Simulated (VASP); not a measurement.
# Te (Fm-3m) in VASP: a series of runs

The runs below take Te through single point, relaxation of cell and atoms, with LDA.

All numbers are computed with VASP 6.6.1; they aren't measurements. Logs are shortened: lines on timing, memory, paths and dates and some standing lists are left out, and cuts for length are marked.

## Step 1: The cell of the first run

It takes space group Fm-3m (No. 225, cubic). The conventional cell has a = 4.729 Å, b = 4.729 Å, c = 4.729 Å, α = 90.00°, β = 90.00°, γ = 90.00°. Within 4.4 Å of Te (site symmetry m-3m) lie 12 Te at 3.34 Å.

This isn't the form of Te at room conditions, which is trigonal, of chains.

## Step 2: Single point, LDA

INCAR reads:

```
PREC = Accurate ; ENCUT = 520
EDIFF = 1E-6 ; ISMEAR = -1
SIGMA = 0.1 ; LREAL = F
LASPH = T ; NELM = 60
ALGO = Normal ; ISIF = 2
LWAVE = F ; LCHARG = F
NBANDS = 9
```

KPOINTS reads:

```
Automatic mesh
0
Gamma
  11 11 11
```

POSCAR reads:

```
Te
1.0
    0.0000000000      2.3644590207      2.3644590207
    2.3644590207      0.0000000000      2.3644590207
    2.3644590207      2.3644590207      0.0000000000
Te
1
Direct
    0.0000000000      0.0000000000      0.0000000000
```

Potentials or basis: VASP PAW LDA potentials, release 64 (Te).

Command:

```
$ cat potpaw_LDA.64/Te/POTCAR > POTCAR
$ mpirun -np 1 vasp_std > vasp.out
```

OUTCAR:

```text
PREC = Accurate
   ENCUT = 520
   EDIFF = 1E-6
   ISMEAR = -1
   LREAL = F
   LASPH = T
   NELM = 60
   ISIF = 2

 ion  position               nearest neighbor table
   1  0.000  0.000  0.000-

  LATTYP: Found a face centered cubic cell.
 ALAT       =     4.7289180414

  Lattice vectors:

 A1 = (   0.0000000000,   2.3644590207,   2.3644590207)
 A2 = (   2.3644590207,   0.0000000000,   2.3644590207)
 A3 = (   2.3644590207,   2.3644590207,   0.0000000000)

Analysis of symmetry for initial positions (statically):
=====================================================================
 Subroutine PRICEL returns:
 Original cell was already a primitive cell.

 Routine SETGRP: Setting up the symmetry group for a
 face centered cubic supercell.

 Subroutine GETGRP returns: Found 48 space group operations
 (whereof 48 operations were pure point group operations)
 out of a pool of 48 trial point group operations.

The static configuration has the point symmetry O_h .

Analysis of symmetry for dynamics (positions and initial velocities):
=====================================================================
 Subroutine PRICEL returns:
 Original cell was already a primitive cell.

 Routine SETGRP: Setting up the symmetry group for a
 face centered cubic supercell.

 Subroutine GETGRP returns: Found 48 space group operations
 (whereof 48 operations were pure point group operations)
 out of a pool of 48 trial point group operations.

The dynamic configuration has the point symmetry O_h .

 Subroutine INISYM returns: Found 48 space group operations
 (whereof 48 operations are pure point group operations),
 and found     1 'primitive' translations

----------------------------------------------------------------------------------------

                                     Primitive cell

  volume of cell :      26.4378

  direct lattice vectors                    reciprocal lattice vectors
     0.000000000  2.364459021  2.364459021    -0.211464862  0.211464862  0.211464862
     2.364459021  0.000000000  2.364459021     0.211464862 -0.211464862  0.211464862
     2.364459021  2.364459021  0.000000000     0.211464862  0.211464862 -0.211464862

  length of vectors
     3.343850015  3.343850015  3.343850015     0.366267885  0.366267885  0.366267885

  position of ions in fractional coordinates (direct lattice)
     0.000000000  0.000000000  0.000000000

  ion indices of the primitive-cell ions
   primitive index   ion index
                 1           1

----------------------------------------------------------------------------------------

 KPOINTS: Automatic mesh

Automatic generation of k-mesh.
 Grid dimensions read from file:
 generate k-points for:   11   11   11

 Generating k-lattice:

  Cartesian coordinates                     Fractional coordinates (reciprocal lattice)
    -0.019224078  0.019224078  0.019224078     0.090909091  0.000000000  0.000000000
     0.019224078 -0.019224078  0.019224078     0.000000000  0.090909091  0.000000000
     0.019224078  0.019224078 -0.019224078     0.000000000  0.000000000  0.090909091

  Length of vectors
     0.033297080  0.033297080  0.033297080

  Shift w.r.t. Gamma in fractional coordinates (k-lattice)
     0.000000000  0.000000000  0.000000000

 Subroutine IBZKPT returns following result:
 ===========================================

 Found     56 irreducible k-points:

 Following reciprocal coordinates:
            Coordinates               Weight
  0.000000  0.000000  0.000000      1.000000
  0.090909  0.000000  0.000000      8.000000
  0.181818  0.000000  0.000000      8.000000
  0.272727  0.000000  0.000000      8.000000
  0.363636  0.000000  0.000000      8.000000
  0.454545  0.000000  0.000000      8.000000
[... 16 lines left out ...]
 -0.272727  0.181818  0.000000     24.000000
 -0.181818  0.181818  0.000000     12.000000
 [... further k-points ...]
   k-points           NKPTS =     56   k-points in BZ     NKDIM =     56   number of bands    NBANDS=      9
   number of dos      NEDOS =    301   number of ions     NIONS =      1
   total plane-waves  NPLWV =  21952
   dimension x,y,z NGX =    28 NGY =   28 NGZ =   28
   dimension x,y,z NGXF=    56 NGYF=   56 NGZF=   56
   ions per type =               1
   NGX,Y,Z   is equivalent  to a cutoff of  13.92, 13.92, 13.92 a.u.
   NGXF,Y,Z  is equivalent  to a cutoff of  27.84, 27.84, 27.84 a.u.
 SYSTEM =  unknown system
   PREC   = accura    normal or accurate (medium, high low for compatibility)
   ISTART =      0    job   : 0-new  1-cont  2-samecut
   ICHARG =      2    charge: 1-file 2-atom 10-const
   ISPIN  =      1    spin polarized calculation?
   LNONCOLLINEAR =      F non collinear calculations
   LSORBIT =      F    spin-orbit coupling
   LASPH  =      T    aspherical Exc in radial PAW
   ENCUT  =  520.0 eV  38.22 Ry    6.18 a.u.   6.22  6.22  6.22*2*pi/ulx,y,z
   NELM   =     60;   NELMIN=  2; NELMDL= -5     # of ELM steps
   EDIFF  = 0.1E-05   stopping-criterion for ELM
   LREAL  =      F    real-space projection
   EDIFFG = 0.1E-04   stopping-criterion for IOM
   NSW    =      0    number of steps for IOM
   IBRION =     -1    ionic relax: 0-MD 1-quasi-New 2-CG
   NFREE  =      0    steps in history (QN), initial steepest desc. (CG)
   ISIF   =      2    stress and relaxation
   ISYM   =      2    0-nonsym 1-usesym 2-fastsym
   POTIM  = 0.5000    time-step for ionic-motion
   TEBEG  =    0.0;   TEEND  =   0.0 temperature during run
   PSTRESS=    0.0 pullay stress
   NELECT =       6.0000    total number of electrons
   NUPDOWN=      -1.0000    fix difference up-down
   EMIN   =  10.00;   EMAX   =-10.00  energy-range for DOS
   EFERMI =   0.00;   METHOD = LEGACY
   ISMEAR =    -1;   SIGMA  =   0.10  broadening in eV -4-tet -1-fermi 0-gaus
   EFERMI_NEDOS =   21; number of points for ismear=-14 and -15
   IALGO  =     38    algorithm
   IMIX   =      4    mixing-type and parameters
     AMIX     =   0.40;   BMIX     =  1.00
     AMIX_MAG =   1.60;   BMIX_MAG =  1.00
  volume/ion in A,a.u.               =      26.44       178.41
  Fermi-wavevector in a.u.,A,eV,Ry     =   0.998581  1.887045 13.567250  0.997165
  Thomas-Fermi vector in A             =   2.130814
   LORBIT       =      0    0 simple, 1 ext, 2 COOP (PROOUT), +10 PAW based schemes
   GGA     = CA    functional components
   LHFCALC =     F    Hartree Fock is set to
   AEXX    =    0.0000 exact exchange contribution
   IVDW    =     0    specifies the selected vdW correction
   LEPSILON=     F    determine dielectric tensor
   LRPA    =     F    only Hartree local field effects (RPA)
 non-spin polarized calculation
  energy-cutoff  :      520.00
  volume of cell :       26.44
 maximum number of plane-waves:       725
 NGX is ok and might be reduce to    28
   NGX = 13   NGY = 13   NGZ = 13

 number of electron       6.0000000 magnetization

 Free energy of the ion-electron system (eV)
  ---------------------------------------------------
  ext. energy  EPLUGINS =         0.00000000
  ---------------------------------------------------
  free energy    TOTEN  =        -3.49804622 eV

  energy without entropy =       -3.46910082  energy(sigma->0) =       -3.48357352

 E-fermi :   8.6929     XC(G=0): -10.5602

 val. band max:        8.6345664850   @ k =  -0.2727   0.3636   0.0909
 cond. band min:       8.7113585647   @ k =   0.4545   0.2727   0.0000
 fundamental gap:      0.0767920797
 Fermi energy:         8.6929473819

 k-point     1 :       0.0000    0.0000    0.0000
  band No.  band energies     occupation
      1      -5.7138      2.00000
      2      12.0857      0.00000
      3      12.0857      0.00000
      4      12.0857      0.00000
      5      18.3087      0.00000
      6      18.3087      0.00000
      7      18.3087      0.00000
      8      19.2384      0.00000
      9      19.2488      0.00000

 k-point     2 :       0.0909    0.0000    0.0000
  band No.  band energies     occupation
      1      -5.5597      2.00000
      2      10.8716      0.00000
      3      11.9259      0.00000
      4      11.9259      0.00000
      5      17.4266      0.00000
      6      18.5968      0.00000
      7      18.5968      0.00000
      8      19.9328      0.00000
      9      20.9989      0.00000

 k-point     3 :       0.1818    0.0000    0.0000
  band No.  band energies     occupation
      1      -5.1041      2.00000
      2       8.4822      1.78335
      3      11.5534      0.00000
      4      11.5534      0.00000
      5      16.6911      0.00000
      6      18.9937      0.00000
      7      18.9937      0.00000
      8      21.0590      0.00000
      9      21.0690      0.00000

 k-point     4 :       0.2727    0.0000    0.0000
  band No.  band energies     occupation
      1      -4.3746      2.00000
      2       6.0138      2.00000
      3      11.1495      0.00000
      4      11.1495      0.00000
      5      16.2425      0.00000
      6      18.5242      0.00000
      7      18.5242      0.00000
      8      20.1216      0.00000
      9      21.9311      0.00000

 k-point     5 :       0.3636    0.0000    0.0000
  band No.  band energies     occupation
      1      -3.4578      2.00000
      2       3.8619      2.00000
      3      10.8339      0.00000
      4      10.8339      0.00000
      5      16.0188      0.00000
      6      17.9005      0.00000
      7      17.9005      0.00000
      8      19.2043      0.00000
      9      23.6344      0.00000

 k-point     6 :       0.4545    0.0000    0.0000
  band No.  band energies     occupation
      1      -2.6515      2.00000
      2       2.4217      2.00000
      3      10.6646      0.00000
      4      10.6646      0.00000
      5      15.9448      0.00000
      6      17.5523      0.00000
      7      17.5523      0.00000
      8      18.6979      0.00000
      9      25.6654      0.00000
[... 169 lines left out ...]
 k-point    21 :      -0.4545    0.1818    0.0000
  band No.  band energies     occupation
      1      -2.0957      2.00000
      2       2.7891      2.00000
      3       7.7370      1.99986
      4       9.7017      0.00008
      5      14.8408      0.00000
      6      18.9060      0.00000
      7      19.3797      0.00000
      8      22.2282      0.00000
      9      23.0901      0.00000

 k-point    22 :      -0.3636    0.1818    0.0000
  band No.  band energies     occupation
      1      -2.4245      2.00000
      2       3.3279      2.00000
      3       7.4307      1.99999
      4      10.1883      0.00000
      5      15.3398      0.00000
      6      18.7804      0.00000
      7      19.0650      0.00000
      8      22.9531      0.00000
      9      23.0550      0.00000

 k-point    23 :      -0.2727    0.1818    0.0000
  band No.  band energies     occupation
      1      -3.2858      2.00000
      2       4.9220      2.00000
      3       7.4762      1.99999
      4      10.8349      0.00000
      5      16.1669      0.00000
      6      18.6255      0.00000
      7      19.0410      0.00000
      8      21.0159      0.00000
      9      21.4807      0.00000

 k-point    24 :      -0.1818    0.1818    0.0000
  band No.  band energies     occupation
      1      -4.1289      2.00000
      2       6.6546      2.00000
      3       8.1891      1.98711
      4      11.4670      0.00000
      5      17.2864      0.00000
      6      18.1776      0.00000
      7      19.2430      0.00000
      8      19.6452      0.00000
      9      20.2301      0.00000

 [... further k-points ...]

------------------------ aborting loop because EDIFF is reached ----------------------------------------

  FORCE on cell =-STRESS in cart. coord.  units (eV):
  Direction    XX          YY          ZZ          XY          YZ          ZX
  --------------------------------------------------------------------------------------
  -------------------------------------------------------------------------------------
  Total        0.0005934      0.0005934      0.0005934     -0.0000000     -0.0000000      0.0000000
  in kB        0.0359621      0.0359621      0.0359621     -0.0000000     -0.0000000      0.0000000
  external PRESSURE =       0.0359621 kB  Pullay stress =       0.0000000 kB

 VOLUME and BASIS-vectors are now :
 -----------------------------------------------------------------------------
  energy-cutoff  :      520.00
  volume of cell :       26.44
      direct lattice vectors                 reciprocal lattice vectors
     0.000000000  2.364459021  2.364459021    -0.211464862  0.211464862  0.211464862
     2.364459021  0.000000000  2.364459021     0.211464862 -0.211464862  0.211464862
     2.364459021  2.364459021  0.000000000     0.211464862  0.211464862 -0.211464862

 POSITION                                       TOTAL-FORCE (eV/Angst)
 -----------------------------------------------------------------------------------
      0.00000      0.00000      0.00000         0.000000      0.000000      0.000000
 -----------------------------------------------------------------------------------
    total drift:                                0.000000      0.000000      0.000000

  FREE ENERGIE OF THE ION-ELECTRON SYSTEM (eV)
  ---------------------------------------------------
  free  energy   TOTEN  =        -3.4980462180 eV

  energy  without entropy=       -3.4691008185  energy(sigma->0) =       -3.48357352
```

Wall time 21 s (1 thread of Intel Xeon 8259CL, shared host); peak memory 0.15 GiB.

What came out:

```
Free energy            : -3.4980 eV
Pressure               : 0.0 GPa
Band gap on the k mesh : zero (bands 3 and 4 overlap by 5.31 eV)
```

Levels at points of the mesh, in eV from the Fermi level:
```tsv
k point	band 1	band 2	band 3	band 4	band 5	band 6	band 7	band 8
(0.00, 0.00, 0.00)	-14.41	3.39	3.39	3.39	9.62	9.62	9.62	10.55
```

Caveat: spin-orbit coupling is left out, which moves the levels of the heavy elements.

(Continued in part 2 of 2.)
